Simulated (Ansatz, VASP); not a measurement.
# FeAu in VASP and in Ansatz

```xyz
2
Lattice="1.4117 0.8151 4.4695 -1.4117 0.8151 4.4695 0.0000 -1.6301 4.4695" Properties=species:S:1:pos:R:3 pbc="T T T"
Fe    0.0000    0.0000    6.7042
Au    0.0000    0.0000    0.0000
```

Alike in both runs: task single point; functional LDA; k mesh 6 × 6 × 6; occupations gaussian, width 0.1 eV; collinear spin.

|  | VASP | Ansatz |
| --- | --- | --- |
| version | VASP 6.6.1 | Ansatz 0.2.0 |
| potentials or method | VASP PAW LDA potentials, release 64 (Fe_sv, Au_sv_GW), cutoff 600 eV | scalar-relativistic, plane waves, PAW |
| valence electrons in the cell | 35 | 35 |

|  | VASP | Ansatz | Ansatz less VASP |
| --- | --- | --- | --- |
| gap on the k mesh at the Fermi level (eV) | none | none | - |
| pressure (GPa) | -16.2 | -14.7 | +1.42 |
| traceless stress, the component that is largest in VASP (GPa) | -0.12 | -0.83 | -0.705 |
| net moment per atom (μB) | 1.32 | 1.37 | +0.047 |
| size of the moment on the site where the two differ most (μB) | 2.58 | 2.78 | +0.197 |

LDA's correlation is that of Perdew and Zunger in VASP and of Perdew and Wang (1992) in Ansatz. Site moments also hang on the region over which each program counts them. A gap of «none» marks a metal or a gap that the smearing closes.

The k mesh is coarse, so the values compare programs but aren't converged. Spin-orbit coupling is off throughout.
